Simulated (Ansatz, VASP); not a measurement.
# Two plane-wave programs on ZrB2

```
CELL_PARAMETERS angstrom
3.10255 0.00000 0.00000
-1.55128 2.68689 0.00000
0.00000 0.00000 3.48006
ATOMIC_POSITIONS crystal
Zr 0.00000 0.00000 0.00000
B 0.33333 0.66667 0.50000
B 0.66667 0.33333 0.50000
```

Alike in both runs: functional r2SCAN; k mesh 12 × 12 × 10; occupations fermi-dirac, width 0.1 eV; no spin polarisation.

Ansatz relaxed the structure, and its values are those at the end. VASP's run is a single point on that final structure, the one shown.

|  | VASP | Ansatz |
| --- | --- | --- |
| version | VASP 6.6.1 | Ansatz 0.2.0 |
| potentials or method | VASP PAW PBE potentials, release 64 (Zr_sv, B), cutoff 520 eV | PAW plane waves |
| valence electrons in the cell | 18 | 18 |

Ansatz gave:

```
pressure (GPa) : 16.9
```

Estimate VASP's values.

pressure (GPa): 17.0.

VASP's potentials were made for PBE, not for r2SCAN. With one functional, cell and mesh, what is left measures potentials, basis and numerics. Ansatz's warnings: stress scf threshold loose.
